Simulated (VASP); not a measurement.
# BP (F-43m) in VASP: notebook

The runs below take BP through single point, with PBEsol.

All numbers are computed with VASP 6.6.1; they aren't measurements. Logs are shortened: lines on timing, memory, paths and dates and some standing lists are left out, and cuts for length are marked.

## (1) The cell of the first run

Symmetry: F-43m, No. 216, cubic system. Conventional cell: a = 4.440 Å, b = 4.440 Å, c = 4.440 Å, α = 90.00°, β = 90.00°, γ = 90.00°. B (site symmetry -43m) has 4 P at 1.92 Å within 2.5 Å. Within 2.5 Å of P (site symmetry -43m) lie 4 B at 1.92 Å.

## (2) Single point, PBEsol

INCAR

```
SYSTEM = BP
  PREC = Accurate
  ENCUT = 520
  EDIFF = 1E-7
  ISMEAR = 0
  SIGMA = 0.02
  LREAL = .False.
  LASPH = .True.
  NELM = 100
  ALGO = Normal
  ISIF = 2
  LWAVE = .False.
  LCHARG = .False.
  GGA = PS
  NBANDS = 11
```

KPOINTS

```
Automatic mesh
0
Gamma
  10 10 10
  0 0 0
```

POSCAR

```
BP
1.0
    0.0000000000      2.2200438714      2.2200438714
    2.2200438714      0.0000000000      2.2200438714
    2.2200438714      2.2200438714      0.0000000000
B P
1 1
Direct
    0.0000000000      0.0000000000      0.0000000000
    0.2500000000      0.2500000000      0.2500000000
```

Potentials or basis: VASP PAW PBE potentials, release 64 (B, P).

Run with:

```sh
cat potpaw_PBE.64/B/POTCAR potpaw_PBE.64/P/POTCAR > POTCAR
mpirun -np 1 vasp_std > vasp.out
```

OUTCAR:

```text
SYSTEM = BP
   PREC = Accurate
   ENCUT = 520
   EDIFF = 1E-7
   ISMEAR = 0
   LREAL = .False.
   LASPH = .True.
   NELM = 100
   ISIF = 2
   GGA = PS

 ion  position               nearest neighbor table
   1  0.000  0.000  0.000-   2 1.92   2 1.92   2 1.92   2 1.92
   2  0.250  0.250  0.250-   1 1.92   1 1.92   1 1.92   1 1.92

  LATTYP: Found a face centered cubic cell.
 ALAT       =     4.4400877428

  Lattice vectors:

 A1 = (   0.0000000000,   2.2200438714,   2.2200438714)
 A2 = (   2.2200438714,   0.0000000000,   2.2200438714)
 A3 = (   2.2200438714,   2.2200438714,   0.0000000000)

Analysis of symmetry for initial positions (statically):
=====================================================================
 Subroutine PRICEL returns:
 Original cell was already a primitive cell.

 Routine SETGRP: Setting up the symmetry group for a
 face centered cubic supercell.

 Subroutine GETGRP returns: Found 24 space group operations
 (whereof 24 operations were pure point group operations)
 out of a pool of 48 trial point group operations.

The static configuration has the point symmetry T_d .

Analysis of symmetry for dynamics (positions and initial velocities):
=====================================================================
 Subroutine PRICEL returns:
 Original cell was already a primitive cell.

 Routine SETGRP: Setting up the symmetry group for a
 face centered cubic supercell.

 Subroutine GETGRP returns: Found 24 space group operations
 (whereof 24 operations were pure point group operations)
 out of a pool of 48 trial point group operations.

The dynamic configuration has the point symmetry T_d .

 Subroutine INISYM returns: Found 24 space group operations
 (whereof 24 operations are pure point group operations),
 and found     1 'primitive' translations

----------------------------------------------------------------------------------------

                                     Primitive cell

  volume of cell :      21.8834

  direct lattice vectors                    reciprocal lattice vectors
     0.000000000  2.220043871  2.220043871    -0.225220774  0.225220774  0.225220774
     2.220043871  0.000000000  2.220043871     0.225220774 -0.225220774  0.225220774
     2.220043871  2.220043871  0.000000000     0.225220774  0.225220774 -0.225220774

  length of vectors
     3.139616152  3.139616152  3.139616152     0.390093824  0.390093824  0.390093824

  position of ions in fractional coordinates (direct lattice)
     0.000000000  0.000000000  0.000000000
     0.250000000  0.250000000  0.250000000

  ion indices of the primitive-cell ions
   primitive index   ion index
                 1           1
                 2           2

----------------------------------------------------------------------------------------

 KPOINTS: Automatic mesh

Automatic generation of k-mesh.
 Grid dimensions read from file:
 generate k-points for:   10   10   10

 Generating k-lattice:

  Cartesian coordinates                     Fractional coordinates (reciprocal lattice)
    -0.022522077  0.022522077  0.022522077     0.100000000  0.000000000  0.000000000
     0.022522077 -0.022522077  0.022522077     0.000000000  0.100000000  0.000000000
     0.022522077  0.022522077 -0.022522077     0.000000000  0.000000000  0.100000000

  Length of vectors
     0.039009382  0.039009382  0.039009382

  Shift w.r.t. Gamma in fractional coordinates (k-lattice)
     0.000000000  0.000000000  0.000000000

 Subroutine IBZKPT returns following result:
 ===========================================

 Found     47 irreducible k-points:

 Following reciprocal coordinates:
            Coordinates               Weight
  0.000000  0.000000  0.000000      1.000000
  0.100000  0.000000  0.000000      8.000000
  0.200000  0.000000  0.000000      8.000000
  0.300000  0.000000  0.000000      8.000000
  0.400000  0.000000  0.000000      8.000000
  0.500000  0.000000  0.000000      4.000000
[... 16 lines left out ...]
  0.300000  0.300000  0.000000      6.000000
  0.400000  0.300000  0.000000     24.000000
 [... further k-points ...]
   k-points           NKPTS =     47   k-points in BZ     NKDIM =     47   number of bands    NBANDS=     11
   number of dos      NEDOS =    301   number of ions     NIONS =      2
   total plane-waves  NPLWV =  13824
   dimension x,y,z NGX =    24 NGY =   24 NGZ =   24
   dimension x,y,z NGXF=    48 NGYF=   48 NGZF=   48
   ions per type =               1   1
   NGX,Y,Z   is equivalent  to a cutoff of  12.71, 12.71, 12.71 a.u.
   NGXF,Y,Z  is equivalent  to a cutoff of  25.42, 25.42, 25.42 a.u.
 SYSTEM =  BP
   PREC   = accura    normal or accurate (medium, high low for compatibility)
   ISTART =      0    job   : 0-new  1-cont  2-samecut
   ICHARG =      2    charge: 1-file 2-atom 10-const
   ISPIN  =      1    spin polarized calculation?
   LNONCOLLINEAR =      F non collinear calculations
   LSORBIT =      F    spin-orbit coupling
   LASPH  =      T    aspherical Exc in radial PAW
   ENCUT  =  520.0 eV  38.22 Ry    6.18 a.u.   5.84  5.84  5.84*2*pi/ulx,y,z
   NELM   =    100;   NELMIN=  2; NELMDL= -5     # of ELM steps
   EDIFF  = 0.1E-06   stopping-criterion for ELM
   LREAL  =      F    real-space projection
   EDIFFG = 0.1E-05   stopping-criterion for IOM
   NSW    =      0    number of steps for IOM
   IBRION =     -1    ionic relax: 0-MD 1-quasi-New 2-CG
   NFREE  =      0    steps in history (QN), initial steepest desc. (CG)
   ISIF   =      2    stress and relaxation
   ISYM   =      2    0-nonsym 1-usesym 2-fastsym
   POTIM  = 0.5000    time-step for ionic-motion
   TEBEG  =    0.0;   TEEND  =   0.0 temperature during run
   PSTRESS=    0.0 pullay stress
   NELECT =       8.0000    total number of electrons
   NUPDOWN=      -1.0000    fix difference up-down
   EMIN   =  10.00;   EMAX   =-10.00  energy-range for DOS
   EFERMI =   0.00;   METHOD = LEGACY
   ISMEAR =     0;   SIGMA  =   0.02  broadening in eV -4-tet -1-fermi 0-gaus
   EFERMI_NEDOS =   21; number of points for ismear=-14 and -15
   IALGO  =     38    algorithm
   IMIX   =      4    mixing-type and parameters
     AMIX     =   0.40;   BMIX     =  1.00
     AMIX_MAG =   1.60;   BMIX_MAG =  1.00
  volume/ion in A,a.u.               =      10.94        73.84
  Fermi-wavevector in a.u.,A,eV,Ry     =   1.170577  2.212070 18.643386  1.370250
  Thomas-Fermi vector in A             =   2.307033
   LORBIT       =      0    0 simple, 1 ext, 2 COOP (PROOUT), +10 PAW based schemes
   GGA     = PS    functional components
   LHFCALC =     F    Hartree Fock is set to
   AEXX    =    0.0000 exact exchange contribution
   IVDW    =     0    specifies the selected vdW correction
   LEPSILON=     F    determine dielectric tensor
   LRPA    =     F    only Hartree local field effects (RPA)
 non-spin polarized calculation
 Gauss-broadening in eV      SIGMA  =   0.02
  energy-cutoff  :      520.00
  volume of cell :       21.88
 maximum number of plane-waves:       609
   NGX = 11   NGY = 11   NGZ = 11

 number of electron       8.0000000 magnetization

 Free energy of the ion-electron system (eV)
  ---------------------------------------------------
  ext. energy  EPLUGINS =         0.00000000
  ---------------------------------------------------
  free energy    TOTEN  =       -13.63601206 eV

  energy without entropy =      -13.63601206  energy(sigma->0) =      -13.63601206

 E-fermi :   8.3473     XC(G=0): -11.3233

 val. band max:        8.1960113458   @ k =   0.0000   0.0000   0.0000
 cond. band min:       9.2409054595   @ k =   0.4000   0.4000   0.0000
 fundamental gap:      1.0448941137
 Fermi energy:         8.3473416671

 k-point     1 :       0.0000    0.0000    0.0000
  band No.  band energies     occupation
      1      -7.8976      2.00000
      2       8.1960      2.00000
      3       8.1960      2.00000
      4       8.1960      2.00000
      5      11.6586      0.00000
      6      11.6586      0.00000
      7      11.6586      0.00000
      8      16.5480      0.00000
      9      19.9069      0.00000
     10      20.5152      0.00000
     11      20.5152      0.00000

 k-point     2 :       0.1000    0.0000    0.0000
  band No.  band energies     occupation
      1      -7.7070      2.00000
      2       6.8336      2.00000
      3       7.8810      2.00000
      4       7.8810      2.00000
      5      12.0945      0.00000
      6      12.0945      0.00000
      7      12.1582      0.00000
      8      16.9925      0.00000
      9      19.7524      0.00000
     10      19.7524      0.00000
     11      20.5225      0.00000

 k-point     3 :       0.2000    0.0000    0.0000
  band No.  band energies     occupation
      1      -7.1415      2.00000
      2       4.3795      2.00000
      3       7.2910      2.00000
      4       7.2910      2.00000
      5      12.4634      0.00000
      6      12.8389      0.00000
      7      12.8389      0.00000
      8      17.9228      0.00000
      9      19.1059      0.00000
     10      19.1059      0.00000
     11      21.4388      0.00000

 k-point     4 :       0.3000    0.0000    0.0000
  band No.  band energies     occupation
      1      -6.2279      2.00000
      2       1.8943      2.00000
      3       6.7806      2.00000
      4       6.7806      2.00000
      5      12.4407      0.00000
      6      13.1216      0.00000
      7      13.1216      0.00000
      8      18.4768      0.00000
      9      19.7613      0.00000
     10      19.7613      0.00000
     11      21.8558      0.00000
[... 239 lines left out ...]
 k-point    22 :      -0.2000    0.2000    0.0000
  band No.  band energies     occupation
      1      -5.9188      2.00000
      2       2.7704      2.00000
      3       3.7225      2.00000
      4       6.8929      2.00000
      5      12.7640      0.00000
      6      13.6499      0.00000
      7      14.8211      0.00000
      8      16.9096      0.00000
      9      17.6769      0.00000
     10      22.2017      0.00000
     11      24.7990      0.00000

 k-point    23 :       0.3000    0.3000    0.0000
  band No.  band energies     occupation
      1      -5.6556      2.00000
      2       3.3020      2.00000
      3       4.7563      2.00000
      4       4.7563      2.00000
      5       9.5777      0.00000
      6      11.9346      0.00000
      7      17.4557      0.00000
      8      17.4557      0.00000
      9      22.0853      0.00000
     10      22.8885      0.00000
     11      25.4183      0.00000

 k-point    24 :       0.4000    0.3000    0.0000
  band No.  band energies     occupation
      1      -4.7729      2.00000
      2       1.8898      2.00000
      3       3.8608      2.00000
      4       4.4463      2.00000
      5       9.8590      0.00000
      6      11.6724      0.00000
      7      18.0734      0.00000
      8      18.1379      0.00000
      9      22.9072      0.00000
     10      23.8460      0.00000
     11      26.0971      0.00000

 [... further k-points ...]
[... 5 lines left out ...]
  --------------------------------------------------------------------------------------
  -------------------------------------------------------------------------------------
  Total        1.3871424      1.3871424      1.3871424      0.0000000      0.0000000      0.0000000
  in kB      101.5586575    101.5586575    101.5586575      0.0000000      0.0000000      0.0000000
  external PRESSURE =     101.5586575 kB  Pullay stress =       0.0000000 kB

 VOLUME and BASIS-vectors are now :
 -----------------------------------------------------------------------------
  energy-cutoff  :      520.00
  volume of cell :       21.88
      direct lattice vectors                 reciprocal lattice vectors
     0.000000000  2.220043871  2.220043871    -0.225220774  0.225220774  0.225220774
     2.220043871  0.000000000  2.220043871     0.225220774 -0.225220774  0.225220774
     2.220043871  2.220043871  0.000000000     0.225220774  0.225220774 -0.225220774

 POSITION                                       TOTAL-FORCE (eV/Angst)
 -----------------------------------------------------------------------------------
      0.00000      0.00000      0.00000         0.000000      0.000000      0.000000
      1.11002      1.11002      1.11002        -0.000000     -0.000000     -0.000000
 -----------------------------------------------------------------------------------
    total drift:                                0.000000      0.000000      0.000000

  FREE ENERGIE OF THE ION-ELECTRON SYSTEM (eV)
  ---------------------------------------------------
  free  energy   TOTEN  =       -13.6360120572 eV

  energy  without entropy=      -13.6360120572  energy(sigma->0) =      -13.63601206
```

Run time: 4.8 s. Hardware: 1 thread of Intel Xeon Platinum 8488C (Sapphire Rapids), shared host; peak memory 0.13 GiB.

Results:

- Free energy: -13.6360 eV
- Pressure: 10.2 GPa
- Band gap on the k mesh: 1.04 eV, indirect (least direct gap 3.46 eV)

Levels at points of the mesh, in eV from the valence-band top:
| k point | band 2 | band 3 | band 4 | band 5 | band 6 | band 7 |
| --- | --- | --- | --- | --- | --- | --- |
| (0.00, 0.00, 0.00) | 0.00 | 0.00 | 0.00 | 3.46 | 3.46 | 3.46 |
| (0.50, 0.00, 0.00) | -9.58 | -1.84 | -1.84 | 4.13 | 4.69 | 4.69 |
| (0.50, 0.50, 0.00) | -8.94 | -4.38 | -4.38 | 1.10 | 1.46 | 12.72 |

Caveat: the PAW data sets were made with another functional, which shifts forces and pressure a little. Expect the measured gap to be larger: semilocal functionals such as PBEsol lack the derivative discontinuity.

## (3) Single point, PBEsol

This run uses another cell than the first one, of 11.54 Å³/atom, 1.055 times its volume.

INCAR

```
PREC = Accurate ; ENCUT = 520
EDIFF = 1E-6 ; ISMEAR = 0
SIGMA = 0.02 ; LREAL = False
LASPH = True ; NELM = 100
ALGO = Normal ; ISIF = 2
LWAVE = False ; LCHARG = True
GGA = PS ; LELF = True
LVHAR = True ; NBANDS = 11
```

KPOINTS

```
Automatic mesh
0
Gamma
  10 10 10
```

POSCAR

```
BP
1.0
    0.0000000000      2.2601007456      2.2601007456
    2.2601007456      0.0000000000      2.2601007456
    2.2601007456      2.2601007456      0.0000000000
B P
1 1
Direct
    0.0000000000      0.0000000000      0.0000000000
    0.2500000000      0.2500000000      0.2500000000
```

Potentials or basis: VASP PAW PBE potentials, release 64 (B, P).

Run with:

```sh
cat potpaw_PBE.64/B/POTCAR potpaw_PBE.64/P/POTCAR > POTCAR
mpirun -np 1 vasp_std > vasp.out
```

OUTCAR:

```text
PREC = Accurate
   ENCUT = 520
   EDIFF = 1E-6
   ISMEAR = 0
   LREAL = False
   LASPH = True
   NELM = 100
   ISIF = 2
   GGA = PS

 ion  position               nearest neighbor table
   1  0.000  0.000  0.000-   2 1.96   2 1.96   2 1.96   2 1.96
   2  0.250  0.250  0.250-   1 1.96   1 1.96   1 1.96   1 1.96

  LATTYP: Found a face centered cubic cell.
 ALAT       =     4.5202014912

  Lattice vectors:

 A1 = (   0.0000000000,   2.2601007456,   2.2601007456)
 A2 = (   2.2601007456,   0.0000000000,   2.2601007456)
 A3 = (   2.2601007456,   2.2601007456,   0.0000000000)

Analysis of symmetry for initial positions (statically):
=====================================================================
 Subroutine PRICEL returns:
 Original cell was already a primitive cell.

 Routine SETGRP: Setting up the symmetry group for a
 face centered cubic supercell.

 Subroutine GETGRP returns: Found 24 space group operations
 (whereof 24 operations were pure point group operations)
 out of a pool of 48 trial point group operations.

The static configuration has the point symmetry T_d .

Analysis of symmetry for dynamics (positions and initial velocities):
[... 163 lines left out ...]
 fundamental gap:      1.1156582837
 Fermi energy:         7.7379579596

 k-point     1 :       0.0000    0.0000    0.0000
  band No.  band energies     occupation
      1      -8.0583      2.00000
      2       7.5454      2.00000
      3       7.5454      2.00000
      4       7.5454      2.00000
      5      10.9199      0.00000
      6      10.9199      0.00000
      7      10.9199      0.00000
      8      15.0673      0.00000
      9      18.8691      0.00000
     10      19.7017      0.00000
     11      19.7017      0.00000
[... 309 lines left out ...]
 k-point    24 :       0.4000    0.3000    0.0000
  band No.  band energies     occupation
      1      -5.0764      2.00000
      2       1.3552      2.00000
      3       3.4120      2.00000
      4       3.9646      2.00000
      5       9.2483      0.00000
      6      11.0388      0.00000
      7      17.0765      0.00000
      8      17.0808      0.00000
      9      21.6157      0.00000
     10      22.8748      0.00000
     11      24.6331      0.00000

 [... further k-points ...]
[... 5 lines left out ...]
  --------------------------------------------------------------------------------------
  -------------------------------------------------------------------------------------
  Total        0.0138351      0.0138351      0.0138351      0.0000000     -0.0000000     -0.0000000
  in kB        0.9600174      0.9600174      0.9600174      0.0000000     -0.0000000     -0.0000000
  external PRESSURE =       0.9600174 kB  Pullay stress =       0.0000000 kB

 VOLUME and BASIS-vectors are now :
 -----------------------------------------------------------------------------
  energy-cutoff  :      520.00
  volume of cell :       23.09
      direct lattice vectors                 reciprocal lattice vectors
     0.000000000  2.260100746  2.260100746    -0.221229076  0.221229076  0.221229076
     2.260100746  0.000000000  2.260100746     0.221229076 -0.221229076  0.221229076
     2.260100746  2.260100746  0.000000000     0.221229076  0.221229076 -0.221229076

 POSITION                                       TOTAL-FORCE (eV/Angst)
 -----------------------------------------------------------------------------------
      0.00000      0.00000      0.00000         0.000000      0.000000      0.000000
      1.13005      1.13005      1.13005        -0.000000     -0.000000     -0.000000
 -----------------------------------------------------------------------------------
    total drift:                                0.000000      0.000000      0.000000

  FREE ENERGIE OF THE ION-ELECTRON SYSTEM (eV)
  ---------------------------------------------------
  free  energy   TOTEN  =       -13.6736195662 eV

  energy  without entropy=      -13.6736195662  energy(sigma->0) =      -13.67361957
```

OSZICAR:

```text
N       E                     dE             d eps       ncg     rms          rms(c)
DAV:   1     0.864659397199E+01    0.86466E+01   -0.40322E+03  1034   0.653E+02
DAV:   2    -0.137784889334E+02   -0.22425E+02   -0.21095E+02  1343   0.111E+02
DAV:   3    -0.144041302842E+02   -0.62564E+00   -0.62264E+00  1310   0.158E+01
DAV:   4    -0.144070831377E+02   -0.29529E-02   -0.29526E-02  1197   0.118E+00
DAV:   5    -0.144070966164E+02   -0.13479E-04   -0.13479E-04  1269   0.837E-02    0.714E+00
DAV:   6    -0.137855923482E+02    0.62150E+00   -0.13252E+00  1178   0.492E+00    0.382E+00
DAV:   7    -0.136828937031E+02    0.10270E+00   -0.24846E-01  1274   0.245E+00    0.124E+00
DAV:   8    -0.136734194125E+02    0.94743E-02   -0.25754E-02  1217   0.904E-01    0.170E-01
DAV:   9    -0.136735570902E+02   -0.13768E-03   -0.69280E-04  1196   0.181E-01    0.103E-01
DAV:  10    -0.136736153488E+02   -0.58259E-04   -0.10613E-04  1157   0.630E-02    0.213E-02
DAV:  11    -0.136736192414E+02   -0.38926E-05   -0.57083E-06  1299   0.143E-02    0.262E-02
DAV:  12    -0.136736195662E+02   -0.32479E-06   -0.19902E-06   827   0.643E-03
   1 F= -.13673620E+02 E0= -.13673620E+02  d E =-.193406E-44
```

Wall time 5.2 s (1 thread of Intel Xeon Platinum 8488C (Sapphire Rapids), shared host); peak memory 0.13 GiB.

What came out:

| Quantity | Value |
| --- | --- |
| Free energy | -13.6736 eV |
| Pressure | 0.1 GPa |
| Band gap on the k mesh | 1.12 eV, indirect (least direct gap 3.37 eV) |

Caveat: the PAW data sets were made with another functional, which shifts forces and pressure a little. A k mesh can miss the band edges.

[end of part 1 of 2]
